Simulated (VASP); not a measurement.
# C (Pm-3m) in VASP: notebook

Runs on C. Level: RPBE. Tasks: single point, relaxation of cell and atoms.

All numbers are computed with VASP 6.6.1; they aren't measurements. Logs are shortened: lines on timing, memory, paths and dates and some standing lists are left out, and cuts for length are marked.

### Step 1. The cell of the first run

Symmetry: Pm-3m, No. 221, cubic system. Conventional cell: a = 1.824 Å, b = 1.824 Å, c = 1.824 Å, α = 90.00°, β = 90.00°, γ = 90.00°. Within 2.4 Å of C (site symmetry m-3m) lie 6 C at 1.82 Å.

### Step 2. Single point, RPBE (volume scaled by 1.08)

Input file INCAR:

```
PREC = Accurate ; ENCUT = 520
EDIFF = 1E-7 ; ISMEAR = -1
SIGMA = 0.1 ; LREAL = False
LASPH = True ; NELM = 60
ALGO = Normal ; ISIF = 2
LWAVE = False ; LCHARG = False
GGA = RP ; NBANDS = 8
```

Input file KPOINTS:

```
regular mesh
0
Gamma
  20 20 20
```

Input file POSCAR:

```
C
1.0
    1.8241641519      0.0000000000      0.0000000000
    0.0000000000      1.8241641519      0.0000000000
    0.0000000000      0.0000000000      1.8241641519
C
1
Direct
    0.0000000000      0.0000000000      0.0000000000
```

Potentials or basis: VASP PAW PBE potentials, release 64 (C).

Started as:

```sh
$ cat potpaw_PBE.64/C/POTCAR > POTCAR
$ mpirun -np 1 vasp_std > vasp.out
```

OUTCAR:

```text
PREC = Accurate
   ENCUT = 520
   EDIFF = 1E-7
   ISMEAR = -1
   LREAL = False
   LASPH = True
   NELM = 60
   ISIF = 2
   GGA = RP

 ion  position               nearest neighbor table
   1  0.000  0.000  0.000-

  LATTYP: Found a simple cubic cell.
 ALAT       =     1.8241641519

  Lattice vectors:

 A1 = (   1.8241641519,   0.0000000000,   0.0000000000)
 A2 = (   0.0000000000,   1.8241641519,   0.0000000000)
 A3 = (   0.0000000000,   0.0000000000,   1.8241641519)

Analysis of symmetry for initial positions (statically):
=====================================================================
 Subroutine PRICEL returns:
 Original cell was already a primitive cell.

 Routine SETGRP: Setting up the symmetry group for a
 simple cubic supercell.

 Subroutine GETGRP returns: Found 48 space group operations
 (whereof 48 operations were pure point group operations)
 out of a pool of 48 trial point group operations.

The static configuration has the point symmetry O_h .

Analysis of symmetry for dynamics (positions and initial velocities):
=====================================================================
 Subroutine PRICEL returns:
 Original cell was already a primitive cell.

 Routine SETGRP: Setting up the symmetry group for a
 simple cubic supercell.

 Subroutine GETGRP returns: Found 48 space group operations
 (whereof 48 operations were pure point group operations)
 out of a pool of 48 trial point group operations.

The dynamic configuration has the point symmetry O_h .

 Subroutine INISYM returns: Found 48 space group operations
 (whereof 48 operations are pure point group operations),
 and found     1 'primitive' translations

----------------------------------------------------------------------------------------

                                     Primitive cell

  volume of cell :       6.0700

  direct lattice vectors                    reciprocal lattice vectors
     1.824164152  0.000000000  0.000000000     0.548196279  0.000000000  0.000000000
     0.000000000  1.824164152  0.000000000     0.000000000  0.548196279  0.000000000
     0.000000000  0.000000000  1.824164152     0.000000000  0.000000000  0.548196279

  length of vectors
     1.824164152  1.824164152  1.824164152     0.548196279  0.548196279  0.548196279

  position of ions in fractional coordinates (direct lattice)
     0.000000000  0.000000000  0.000000000

  ion indices of the primitive-cell ions
   primitive index   ion index
                 1           1

----------------------------------------------------------------------------------------

 KPOINTS: regular mesh

Automatic generation of k-mesh.
 Grid dimensions read from file:
 generate k-points for:   20   20   20

 Generating k-lattice:

  Cartesian coordinates                     Fractional coordinates (reciprocal lattice)
     0.027409814  0.000000000  0.000000000     0.050000000  0.000000000  0.000000000
     0.000000000  0.027409814  0.000000000     0.000000000  0.050000000  0.000000000
     0.000000000  0.000000000  0.027409814     0.000000000  0.000000000  0.050000000

  Length of vectors
     0.027409814  0.027409814  0.027409814

  Shift w.r.t. Gamma in fractional coordinates (k-lattice)
     0.000000000  0.000000000  0.000000000

 Subroutine IBZKPT returns following result:
 ===========================================

 Found    286 irreducible k-points:

 Following reciprocal coordinates:
            Coordinates               Weight
  0.000000  0.000000  0.000000      1.000000
  0.050000  0.000000  0.000000      6.000000
  0.100000  0.000000  0.000000      6.000000
  0.150000  0.000000  0.000000      6.000000
  0.200000  0.000000  0.000000      6.000000
  0.250000  0.000000  0.000000      6.000000
[... 16 lines left out ...]
  0.150000  0.100000  0.000000     24.000000
  0.200000  0.100000  0.000000     24.000000
 [... further k-points ...]
   k-points           NKPTS =    286   k-points in BZ     NKDIM =    286   number of bands    NBANDS=      8
   number of dos      NEDOS =    301   number of ions     NIONS =      1
   total plane-waves  NPLWV =   2744
   dimension x,y,z NGX =    14 NGY =   14 NGZ =   14
   dimension x,y,z NGXF=    28 NGYF=   28 NGZF=   28
   ions per type =               1
   NGX,Y,Z   is equivalent  to a cutoff of  12.76, 12.76, 12.76 a.u.
   NGXF,Y,Z  is equivalent  to a cutoff of  25.52, 25.52, 25.52 a.u.
 SYSTEM =  unknown system
   PREC   = accura    normal or accurate (medium, high low for compatibility)
   ISTART =      0    job   : 0-new  1-cont  2-samecut
   ICHARG =      2    charge: 1-file 2-atom 10-const
   ISPIN  =      1    spin polarized calculation?
   LNONCOLLINEAR =      F non collinear calculations
   LSORBIT =      F    spin-orbit coupling
   LASPH  =      T    aspherical Exc in radial PAW
   ENCUT  =  520.0 eV  38.22 Ry    6.18 a.u.   3.39  3.39  3.39*2*pi/ulx,y,z
   NELM   =     60;   NELMIN=  2; NELMDL= -5     # of ELM steps
   EDIFF  = 0.1E-06   stopping-criterion for ELM
   LREAL  =      F    real-space projection
   EDIFFG = 0.1E-05   stopping-criterion for IOM
   NSW    =      0    number of steps for IOM
   IBRION =     -1    ionic relax: 0-MD 1-quasi-New 2-CG
   NFREE  =      0    steps in history (QN), initial steepest desc. (CG)
   ISIF   =      2    stress and relaxation
   ISYM   =      2    0-nonsym 1-usesym 2-fastsym
   POTIM  = 0.5000    time-step for ionic-motion
   TEBEG  =    0.0;   TEEND  =   0.0 temperature during run
   PSTRESS=    0.0 pullay stress
   NELECT =       4.0000    total number of electrons
   NUPDOWN=      -1.0000    fix difference up-down
   EMIN   =  10.00;   EMAX   =-10.00  energy-range for DOS
   EFERMI =   0.00;   METHOD = LEGACY
   ISMEAR =    -1;   SIGMA  =   0.10  broadening in eV -4-tet -1-fermi 0-gaus
   EFERMI_NEDOS =   21; number of points for ismear=-14 and -15
   IALGO  =     38    algorithm
   IMIX   =      4    mixing-type and parameters
     AMIX     =   0.40;   BMIX     =  1.00
     AMIX_MAG =   1.60;   BMIX_MAG =  1.00
  volume/ion in A,a.u.               =       6.07        40.96
  Fermi-wavevector in a.u.,A,eV,Ry     =   1.424615  2.692132 27.613412  2.029529
  Thomas-Fermi vector in A             =   2.545087
   LORBIT       =      0    0 simple, 1 ext, 2 COOP (PROOUT), +10 PAW based schemes
   GGA     = RP    functional components
   LHFCALC =     F    Hartree Fock is set to
   AEXX    =    0.0000 exact exchange contribution
   IVDW    =     0    specifies the selected vdW correction
   LEPSILON=     F    determine dielectric tensor
   LRPA    =     F    only Hartree local field effects (RPA)
 non-spin polarized calculation
  energy-cutoff  :      520.00
  volume of cell :        6.07
 maximum number of plane-waves:       174
 NGX is ok and might be reduce to    14
   NGX =  7   NGY =  7   NGZ =  7

 number of electron       4.0000000 magnetization

 Free energy of the ion-electron system (eV)
  ---------------------------------------------------
  ext. energy  EPLUGINS =         0.00000000
  ---------------------------------------------------
  free energy    TOTEN  =        -5.98654114 eV

  energy without entropy =       -5.97598357  energy(sigma->0) =       -5.98126236

 E-fermi :   9.5440     XC(G=0): -13.3732

 val. band max:        9.4869789952   @ k =   0.4000   0.4000   0.3500
 cond. band min:       9.5466797601   @ k =   0.2500   0.2000   0.0500
 fundamental gap:      0.0597007650
 Fermi energy:         9.5439755509

 k-point     1 :       0.0000    0.0000    0.0000
  band No.  band energies     occupation
      1     -11.2824      2.00000
      2      18.4101      0.00000
      3      18.4101      0.00000
      4      18.4101      0.00000
      5      34.2548      0.00000
      6      34.2548      0.00000
      7      38.7562      0.00000
      8      62.8723      0.00000

 k-point     2 :       0.0500    0.0000    0.0000
  band No.  band energies     occupation
      1     -11.1894      2.00000
      2      17.7380      0.00000
      3      18.4706      0.00000
      4      18.4706      0.00000
      5      34.3584      0.00000
      6      34.9739      0.00000
      7      38.7709      0.00000
      8      62.2938      0.00000

 k-point     3 :       0.1000    0.0000    0.0000
  band No.  band energies     occupation
      1     -10.9103      2.00000
      2      16.0261      0.00000
      3      18.6490      0.00000
      4      18.6490      0.00000
      5      34.6684      0.00000
      6      36.7315      0.00000
      7      38.8908      0.00000
      8      60.7207      0.00000

 k-point     4 :       0.1500    0.0000    0.0000
  band No.  band energies     occupation
      1     -10.4458      2.00000
      2      13.7792      0.00000
      3      18.9351      0.00000
      4      18.9351      0.00000
      5      35.1813      0.00000
      6      38.1179      0.00000
      7      39.9441      0.00000
      8      58.5442      0.00000

 k-point     5 :       0.2000    0.0000    0.0000
  band No.  band energies     occupation
      1      -9.7965      2.00000
      2      11.3297      0.00000
      3      19.3124      0.00000
      4      19.3124      0.00000
      5      35.8902      0.00000
      6      38.2997      0.00000
      7      42.3084      0.00000
      8      56.1689      0.00000

 k-point     6 :       0.2500    0.0000    0.0000
  band No.  band energies     occupation
      1      -8.9638      2.00000
      2       8.8482      1.99810
      3      19.7565      0.00000
      4      19.7565      0.00000
      5      36.7826      0.00000
      6      38.2716      0.00000
      7      44.6498      0.00000
      8      53.8549      0.00000

 k-point     7 :       0.3000    0.0000    0.0000
  band No.  band energies     occupation
      1      -7.9499      2.00000
      2       6.4226      2.00000
      3      20.2280      0.00000
      4      20.2280      0.00000
      5      37.8346      0.00000
      6      38.1975      0.00000
      7      46.5194      0.00000
      8      51.7578      0.00000

 k-point     8 :       0.3500    0.0000    0.0000
  band No.  band energies     occupation
      1      -6.7576      2.00000
      2       4.1022      2.00000
      3      20.6833      0.00000
      4      20.6833      0.00000
      5      38.1165      0.00000
      6      38.9994      0.00000
      7      47.8120      0.00000
      8      49.9968      0.00000

 k-point     9 :       0.4000    0.0000    0.0000
  band No.  band energies     occupation
      1      -5.3940      2.00000
      2       1.9191      2.00000
      3      21.0681      0.00000
      4      21.0681      0.00000
      5      38.0466      0.00000
      6      40.1776      0.00000
      7      48.5904      0.00000
      8      48.6608      0.00000

 k-point    10 :       0.4500    0.0000    0.0000
  band No.  band energies     occupation
      1      -3.8833      2.00000
      2      -0.0884      2.00000
      3      21.3258      0.00000
      4      21.3258      0.00000
      5      37.9905      0.00000
      6      41.1551      0.00000
      7      47.8235      0.00000
      8      47.8235      0.00000
[... 78 lines left out ...]
 k-point    18 :       0.3500    0.0500    0.0000
  band No.  band energies     occupation
      1      -6.6681      2.00000
      2       4.1779      2.00000
      3      20.1999      0.00000
      4      20.7374      0.00000
      5      37.6647      0.00000
      6      39.4307      0.00000
      7      47.7440      0.00000
      8      49.4765      0.00000

 k-point    19 :       0.4000    0.0500    0.0000
  band No.  band energies     occupation
      1      -5.3060      2.00000
      2       1.9995      2.00000
      3      20.6138      0.00000
      4      21.1208      0.00000
      5      37.4455      0.00000
      6      40.5948      0.00000
      7      47.7728      0.00000
      8      48.7609      0.00000

 k-point    20 :       0.4500    0.0500    0.0000
  band No.  band energies     occupation
      1      -3.7978      2.00000
      2      -0.0036      2.00000
      3      20.8946      0.00000
      4      21.3779      0.00000
      5      37.2802      0.00000
      6      41.5978      0.00000
      7      46.8496      0.00000
      8      47.9272      0.00000

 k-point    21 :       0.5000    0.0500    0.0000
  band No.  band energies     occupation
      1      -2.5619      2.00000
      2      -1.4053      2.00000
      3      20.9947      0.00000
      4      21.4689      0.00000
      5      37.2181      0.00000
      6      42.0403      0.00000
      7      46.4401      0.00000
      8      47.6431      0.00000

 k-point    22 :       0.1000    0.1000    0.0000
  band No.  band energies     occupation
      1     -10.5391      2.00000
      2      15.6549      0.00000
      3      16.9977      0.00000
      4      18.8853      0.00000
      5      36.1030      0.00000
      6      38.1898      0.00000
      7      38.7392      0.00000
      8      58.3767      0.00000

 k-point    23 :       0.1500    0.1000    0.0000
  band No.  band energies     occupation
      1     -10.0757      2.00000
      2      13.8441      0.00000
      3      16.9456      0.00000
      4      19.1695      0.00000
      5      36.8041      0.00000
      6      38.4684      0.00000
      7      40.3967      0.00000
      8      56.3025      0.00000

 k-point    24 :       0.2000    0.1000    0.0000
  band No.  band energies     occupation
      1      -9.4282      2.00000
      2      11.5079      0.00000
      3      17.3110      0.00000
      4      19.5429      0.00000
      5      37.4579      0.00000
      6      38.1826      0.00000
      7      42.8289      0.00000
      8      54.1733      0.00000

 [... further k-points ...]

------------------------ aborting loop because EDIFF is reached ----------------------------------------

  FORCE on cell =-STRESS in cart. coord.  units (eV):
  Direction    XX          YY          ZZ          XY          YZ          ZX
  --------------------------------------------------------------------------------------
  -------------------------------------------------------------------------------------
  Total       -0.6640624     -0.6640624     -0.6640624      0.0000000      0.0000000      0.0000000
  in kB     -175.2781336   -175.2781336   -175.2781336      0.0000000      0.0000000      0.0000000
  external PRESSURE =    -175.2781336 kB  Pullay stress =       0.0000000 kB

 VOLUME and BASIS-vectors are now :
 -----------------------------------------------------------------------------
  energy-cutoff  :      520.00
  volume of cell :        6.07
      direct lattice vectors                 reciprocal lattice vectors
     1.824164152  0.000000000  0.000000000     0.548196279  0.000000000  0.000000000
     0.000000000  1.824164152  0.000000000     0.000000000  0.548196279  0.000000000
     0.000000000  0.000000000  1.824164152     0.000000000  0.000000000  0.548196279

 POSITION                                       TOTAL-FORCE (eV/Angst)
 -----------------------------------------------------------------------------------
      0.00000      0.00000      0.00000         0.000000      0.000000      0.000000
 -----------------------------------------------------------------------------------
    total drift:                                0.000000     -0.000000     -0.000000

  FREE ENERGIE OF THE ION-ELECTRON SYSTEM (eV)
  ---------------------------------------------------
  free  energy   TOTEN  =        -5.9865411395 eV

  energy  without entropy=       -5.9759835746  energy(sigma->0) =       -5.98126236
```

Run time: 4.7 s. Hardware: 1 thread of Intel Xeon Platinum 8375C at 2.90GHz (Ice Lake), shared host; peak memory 0.11 GiB.

Results:

```
Free energy            : -5.9865 eV
Pressure               : -17.5 GPa
Band gap on the k mesh : zero (band 2 reaches 18.41 eV, above the bottom of band 3 at 6.34 eV)
```

Caveat: the PAW data sets were made with another functional, which shifts forces and pressure a little.

(Part 1 of 2 ends here.)
